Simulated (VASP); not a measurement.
Crystal: Si.

```xyz
1
Lattice="0.0000 2.0000 2.0000 2.0000 0.0000 2.0000 2.0000 2.0000 0.0000" Properties=species:S:1:pos:R:3 pbc="T T T"
Si    0.0000    0.0000    0.0000
```

* Program: VASP 6.6.1
* Task: relaxation of cell and atoms
* Functional: PBEsol
* Potentials or basis: VASP PAW PBE potentials, release 64 (Si)
* Cutoff: 500 eV
* k mesh: 19 × 19 × 19
* Occupations: fermi-dirac, width 0.05 eV
* Spin: no spin polarisation

At the start: pressure -9.0 GPa; volume 16.00 Å³/atom.

Question: How do energy, volume and symmetry change on relaxing?

Answer: Over 3 steps the energy falls by 58.8 meV/atom and the volume is 14.10 Å³/atom (-11.9 %); space group Fm-3m (No. 225, to 0.05 Å).

The path:
```
step  energy change (eV)  largest force (eV/Å)  pressure (GPa)  volume (Å³)
   1              0.0000                0.0000           -8.96        16.00
   2             -0.0586                0.0000            0.55        14.02
   3             -0.0588                0.0000            0.02        14.10
```

Final structure:
```
Si
1.0
     0.00000    1.91742    1.91742
     1.91742    0.00000    1.91742
     1.91742    1.91742    0.00000
Si
1
Cartesian
  0.0000 0.0000 0.0000
```

Caveat: the PAW data sets were made with another functional, which shifts forces and pressure a little.
